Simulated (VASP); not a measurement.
# S (R-3) in VASP: single point with HSE06

Aim: the single point of S with HSE06.

Program: VASP 6.6.1. These are calculated values, not measurements. Logs are shortened: lines on timing, memory, paths and dates and some standing lists are left out, and cuts for length are marked.

## (1) The cell of the first run

Symmetry: R-3, No. 148, trigonal system. Conventional cell: a = 10.722 Å, b = 10.722 Å, c = 4.185 Å, α = 90.00°, β = 90.00°, γ = 120.00°. Within 2.7 Å of S (site symmetry 1) lie 2 S at 2.07 Å.

## (2) Single point, HSE06

POSCAR reads:

```
S
1.0
    5.3612126841      3.0952975863      1.3949463274
   -5.3612126841      3.0952975863      1.3949463274
    0.0000000000     -6.1905951727      1.3949463273
S
6
Direct
    0.2551978009      0.1485570038      0.9142443505
    0.9142443505      0.2551978009      0.1485570038
    0.1485570038      0.9142443505      0.2551978009
    0.7448021991      0.8514429962      0.0857556495
    0.0857556495      0.7448021991      0.8514429962
    0.8514429962      0.0857556495      0.7448021991
```

INCAR.step1 reads:

```
PREC = Accurate
ENCUT = 520
EDIFF = 1E-5
ISMEAR = 0
SIGMA = 0.01
LREAL = F
LASPH = T
NELM = 100
ALGO = Normal
ISIF = 2
LWAVE = T
GGA = PE
NBANDS = 27
```

INCAR.step2 reads:

```
PREC = Accurate
ENCUT = 520
EDIFF = 1E-6
ISMEAR = 0
SIGMA = 0.01
LREAL = F
LASPH = T
NELM = 100
ALGO = Normal
ISIF = 2
LWAVE = F
LCHARG = T
GGA = PE
LHFCALC = T
HFSCREEN = 0.2079
PRECFOCK = Fast
LELF = T
LVHAR = T
ISTART = 1
NBANDS = 27
```

KPOINTS reads:

```
Automatic mesh
0
Gamma
  3 3 3
```

Potentials or basis: VASP PAW PBE potentials, release 64 (S).

Command:

```bash
cat potpaw_PBE.64/S/POTCAR > POTCAR
cp INCAR.step1 INCAR
mpirun -np 1 vasp_std > vasp.out
cp INCAR.step2 INCAR
mpirun -np 1 vasp_std > vasp.out
```

OUTCAR:

```text
PREC = Accurate
   ENCUT = 520
   EDIFF = 1E-6
   ISMEAR = 0
   LREAL = F
   LASPH = T
   NELM = 100
   ISIF = 2
   GGA = PE
   LHFCALC = T
   HFSCREEN = 0.2079
   PRECFOCK = Fast
   ISTART = 1

 ion  position               nearest neighbor table
   1  0.255  0.149  0.914-   5 2.07   6 2.07
   2  0.914  0.255  0.149-   4 2.07   6 2.07
   3  0.149  0.914  0.255-   4 2.07   5 2.07
   4  0.745  0.851  0.086-   2 2.07   3 2.07
   5  0.086  0.745  0.851-   1 2.07   3 2.07
   6  0.851  0.086  0.745-   1 2.07   2 2.07

  LATTYP: Found a trigonal (rhomboedric) cell.
 ALAT       =     6.3458130959
 COS(alpha) =    -0.4275177441

  Lattice vectors:

 A1 = (   5.3612126841,   3.0952975863,   1.3949463274)
 A2 = (  -5.3612126841,   3.0952975863,   1.3949463274)
 A3 = (   0.0000000000,  -6.1905951727,   1.3949463273)

Analysis of symmetry for initial positions (statically):
=====================================================================
 Subroutine PRICEL returns:
 Original cell was already a primitive cell.

 Routine SETGRP: Setting up the symmetry group for a
 trigonal (rhombohedral) supercell.

 Subroutine GETGRP returns: Found  6 space group operations
 (whereof  6 operations were pure point group operations)
 out of a pool of 12 trial point group operations.

The static configuration has the point symmetry S_6 .

Analysis of symmetry for dynamics (positions and initial velocities):
=====================================================================
 Subroutine PRICEL returns:
 Original cell was already a primitive cell.

 Routine SETGRP: Setting up the symmetry group for a
 trigonal (rhombohedral) supercell.

 Subroutine GETGRP returns: Found  6 space group operations
 (whereof  6 operations were pure point group operations)
 out of a pool of 12 trial point group operations.

The dynamic configuration has the point symmetry S_6 .

 Subroutine INISYM returns: Found  6 space group operations
 (whereof  6 operations are pure point group operations),
 and found     1 'primitive' translations

----------------------------------------------------------------------------------------

                                     Primitive cell

  volume of cell :     138.8910

  direct lattice vectors                    reciprocal lattice vectors
     5.361212684  3.095297586  1.394946327     0.093262482  0.053845119  0.238957820
    -5.361212684  3.095297586  1.394946327    -0.093262482  0.053845119  0.238957820
     0.000000000 -6.190595173  1.394946327     0.000000000 -0.107690238  0.238957820

  length of vectors
     6.345813096  6.345813096  6.345813096     0.262103085  0.262103085  0.262103085

  position of ions in fractional coordinates (direct lattice)
     0.255197801  0.148557004  0.914244350
     0.914244350  0.255197801  0.148557004
     0.148557004  0.914244350  0.255197801
     0.744802199  0.851442996  0.085755650
     0.085755650  0.744802199  0.851442996
     0.851442996  0.085755650  0.744802199

  ion indices of the primitive-cell ions
   primitive index   ion index
                 1           1
                 2           2
                 3           3
                 4           4
                 5           5
                 6           6

----------------------------------------------------------------------------------------

 KPOINTS: Automatic mesh

Automatic generation of k-mesh.
 Grid dimensions read from file:
 generate k-points for:    3    3    3

 Generating k-lattice:

  Cartesian coordinates                     Fractional coordinates (reciprocal lattice)
     0.031087494  0.017948373  0.079652607     0.333333333  0.000000000  0.000000000
    -0.031087494  0.017948373  0.079652607     0.000000000  0.333333333  0.000000000
     0.000000000 -0.035896746  0.079652607    -0.000000000 -0.000000000  0.333333333

  Length of vectors
     0.087367695  0.087367695  0.087367695

  Shift w.r.t. Gamma in fractional coordinates (k-lattice)
     0.000000000  0.000000000  0.000000000

 Subroutine IBZKPT returns following result:
 ===========================================

 Found      6 irreducible k-points:

 Following reciprocal coordinates:
            Coordinates               Weight
  0.000000  0.000000  0.000000      1.000000
  0.333333  0.000000 -0.000000      6.000000
  0.333333  0.333333 -0.000000      6.000000
 -0.333333  0.333333  0.000000      6.000000
  0.333333  0.333333  0.333333      2.000000
 -0.333333  0.333333  0.333333      6.000000
   k-points           NKPTS =      6   k-points in BZ     NKDIM =     27   number of bands    NBANDS=     27
   number of dos      NEDOS =    301   number of ions     NIONS =      6
   total plane-waves  NPLWV = 110592
   dimension x,y,z NGX =    48 NGY =   48 NGZ =   48
   dimension x,y,z NGXF=    96 NGYF=   96 NGZF=   96
   ions per type =               6
   NGX,Y,Z   is equivalent  to a cutoff of  12.57, 12.57, 12.57 a.u.
   NGXF,Y,Z  is equivalent  to a cutoff of  25.15, 25.15, 25.15 a.u.
 SYSTEM =  unknown system
   PREC   = accura    normal or accurate (medium, high low for compatibility)
   ISTART =      1    job   : 0-new  1-cont  2-samecut
   ICHARG =      0    charge: 1-file 2-atom 10-const
   ISPIN  =      1    spin polarized calculation?
   LNONCOLLINEAR =      F non collinear calculations
   LSORBIT =      F    spin-orbit coupling
   LASPH  =      T    aspherical Exc in radial PAW
   ENCUT  =  520.0 eV  38.22 Ry    6.18 a.u.  11.80 11.80 11.80*2*pi/ulx,y,z
   NELM   =    100;   NELMIN=  2; NELMDL=  0     # of ELM steps
   EDIFF  = 0.1E-05   stopping-criterion for ELM
   LREAL  =      F    real-space projection
   EDIFFG = 0.1E-04   stopping-criterion for IOM
   NSW    =      0    number of steps for IOM
   IBRION =     -1    ionic relax: 0-MD 1-quasi-New 2-CG
   NFREE  =      0    steps in history (QN), initial steepest desc. (CG)
   ISIF   =      2    stress and relaxation
   ISYM   =      3    0-nonsym 1-usesym 2-fastsym
   POTIM  = 0.5000    time-step for ionic-motion
   TEBEG  =    0.0;   TEEND  =   0.0 temperature during run
   PSTRESS=    0.0 pullay stress
   NELECT =      36.0000    total number of electrons
   NUPDOWN=      -1.0000    fix difference up-down
   EMIN   =  10.00;   EMAX   =-10.00  energy-range for DOS
   EFERMI =   0.00;   METHOD = LEGACY
   ISMEAR =     0;   SIGMA  =   0.01  broadening in eV -4-tet -1-fermi 0-gaus
   EFERMI_NEDOS =   21; number of points for ismear=-14 and -15
   IALGO  =     38    algorithm
   IMIX   =      1    mixing-type and parameters
     AMIX     =   0.40;   BMIX     =  1.00
     AMIX_MAG =   1.60;   BMIX_MAG =  1.00
  volume/ion in A,a.u.               =      23.15       156.21
  Fermi-wavevector in a.u.,A,eV,Ry     =   1.043801  1.972497 14.823819  1.089520
  Thomas-Fermi vector in A             =   2.178526
   LORBIT       =      0    0 simple, 1 ext, 2 COOP (PROOUT), +10 PAW based schemes
   GGA     = PE    functional components
   LHFCALC =     T    Hartree Fock is set to
   PRECFOCK=fast      Normal, Fast or Accurate (Low or Medium for compatibility)
   ENCUT4O =  -1.0   cutoff for four orbital integrals eV
   NKREDX  =     1    reduce k-point grid by
   NKREDY  =     1    reduce k-point grid by
   NKREDZ  =     1    reduce k-point grid by
   AEXX    =    0.2500 exact exchange contribution
   HFSCREEN=    0.2079 screening length (either q_TF or 0.3 A-1)
   HFSCREENC=   0.2079 screening length for correlation (either q_TF or 0.3 A-1)
   ENCUTFOCK=  -1.0 apply spherical cutoff to Coloumb kernel
   IVDW    =     0    specifies the selected vdW correction
   LEPSILON=     F    determine dielectric tensor
   LRPA    =     F    only Hartree local field effects (RPA)
 non-spin polarized calculation
 Gauss-broadening in eV      SIGMA  =   0.01
  energy-cutoff  :      520.00
  volume of cell :      138.89
 maximum number of plane-waves:      3791
  NGX = 28; NGY = 28; NGZ = 28

 number of electron      36.0000002 magnetization

 Free energy of the ion-electron system (eV)
  ---------------------------------------------------
  ext. energy  EPLUGINS =         0.00000000
  ---------------------------------------------------
  free energy    TOTEN  =       -30.90096304 eV

  energy without entropy =      -30.90096304  energy(sigma->0) =      -30.90096304

 E-fermi :   2.2230     XC(G=0):  -7.3251

 val. band max:        2.1749155088   @ k =  -0.3333   0.3333   0.3333
 cond. band min:       5.5062916851   @ k =  -0.3333   0.3333   0.3333
 fundamental gap:      3.3313761763
 Fermi energy:         2.2229664129

 k-point     1 :       0.0000    0.0000    0.0000
  band No.  band energies     occupation
      1     -15.9720      2.00000
      2     -13.7999      2.00000
      3     -13.7999      2.00000
      4     -10.3689      2.00000
      5     -10.3689      2.00000
      6      -7.2886      2.00000
[... 19 lines left out ...]
     26      10.5231      0.00000
     27      10.5231      0.00000

 k-point     2 :       0.3333    0.0000   -0.0000
  band No.  band energies     occupation
      1     -15.7735      2.00000
      2     -13.9064      2.00000
      3     -13.7899      2.00000
      4     -10.3230      2.00000
      5     -10.1056      2.00000
      6      -7.5782      2.00000
[... 19 lines left out ...]
     26      10.6849      0.00000
     27      10.9749      0.00000

 k-point     3 :       0.3333    0.3333   -0.0000
  band No.  band energies     occupation
      1     -15.6779      2.00000
      2     -14.0479      2.00000
      3     -13.8626      2.00000
      4     -10.3001      2.00000
      5     -10.0045      2.00000
      6      -7.5101      2.00000
[... 19 lines left out ...]
     26      10.5863      0.00000
     27      11.3019      0.00000

 k-point     4 :      -0.3333    0.3333    0.0000
  band No.  band energies     occupation
      1     -15.8047      2.00000
      2     -14.1192      2.00000
      3     -13.8819      2.00000
      4     -10.4452      2.00000
      5     -10.0486      2.00000
      6      -7.0745      2.00000
[... 19 lines left out ...]
     26      10.1367      0.00000
     27      10.7128      0.00000

 k-point     5 :       0.3333    0.3333    0.3333
  band No.  band energies     occupation
      1     -15.7025      2.00000
      2     -14.1161      2.00000
      3     -14.1161      2.00000
      4     -10.1715      2.00000
      5     -10.1715      2.00000
      6      -7.0200      2.00000
[... 19 lines left out ...]
     26      10.2902      0.00000
     27      10.2902      0.00000

 k-point     6 :      -0.3333    0.3333    0.3333
  band No.  band energies     occupation
      1     -15.6642      2.00000
      2     -13.9899      2.00000
      3     -13.9259      2.00000
      4     -10.3151      2.00000
      5     -10.1838      2.00000
      6      -7.1245      2.00000
[... 19 lines left out ...]
     26      11.2839      0.00000
     27      11.4645      0.00000

------------------------ aborting loop because EDIFF is reached ----------------------------------------

  FORCE on cell =-STRESS in cart. coord.  units (eV):
  Direction    XX          YY          ZZ          XY          YZ          ZX
  --------------------------------------------------------------------------------------
  -------------------------------------------------------------------------------------
  Total       -1.1042149     -1.1042149      0.6139354      0.0000021     -0.0000000     -0.0000000
  in kB      -12.7376705    -12.7376705      7.0820511      0.0000247     -0.0000000     -0.0000000
  external PRESSURE =      -6.1310967 kB  Pullay stress =       0.0000000 kB

 VOLUME and BASIS-vectors are now :
 -----------------------------------------------------------------------------
  energy-cutoff  :      520.00
  volume of cell :      138.89
      direct lattice vectors                 reciprocal lattice vectors
     5.361212684  3.095297586  1.394946327     0.093262482  0.053845119  0.238957820
    -5.361212684  3.095297586  1.394946327    -0.093262482  0.053845119  0.238957820
     0.000000000 -6.190595173  1.394946327     0.000000000 -0.107690238  0.238957820

 POSITION                                       TOTAL-FORCE (eV/Angst)
 -----------------------------------------------------------------------------------
      0.57172     -4.40998      1.83854        -0.139090     -0.419971     -0.329072
      3.53329      2.70012      1.83854         0.433251      0.089530     -0.329072
     -4.10501      1.70986      1.83854        -0.294160      0.330441     -0.329072
     -0.57172      4.40998      2.34630         0.139090      0.419971      0.329072
     -3.53329     -2.70012      2.34630        -0.433251     -0.089530      0.329072
      4.10501     -1.70986      2.34630         0.294160     -0.330441      0.329072
 -----------------------------------------------------------------------------------
    total drift:                               -0.000001      0.000002      0.000000

  FREE ENERGIE OF THE ION-ELECTRON SYSTEM (eV)
  ---------------------------------------------------
  free  energy   TOTEN  =       -30.9009630420 eV

  energy  without entropy=      -30.9009630420  energy(sigma->0) =      -30.90096304
```

It took 26 min on 1 thread of AMD EPYC 7R43 (Zen 3), shared host; peak memory 0.36 GiB.

What came out:

```yaml
Free_energy: -30.9010 eV
Pressure: -0.6 GPa
Largest_force: 0.551 eV/Å
Band_gap_on_the_k_mesh: 3.33 eV
```

Forces on the atoms (eV/Å):
```
S   -0.139 -0.420 -0.329
S    0.433  0.090 -0.329
S   -0.294  0.330 -0.329
S    0.139  0.420  0.329
S   -0.433 -0.090  0.329
S    0.294 -0.330  0.329
```

Levels at points of the mesh, in eV from the valence-band top:
```
           k point  band 16  band 17  band 18  band 19  band 20  band 21
(0.00, 0.00, 0.00)    -0.86    -0.76    -0.76     3.57     3.57     4.73
```

Caveat: the k points lie up to 0.55 Å⁻¹ apart; this functional lacks dispersion, which holds the molecules together, so the pressure and a relaxed volume are unreliable; the PAW data sets were made with another functional, which shifts forces and pressure a little.
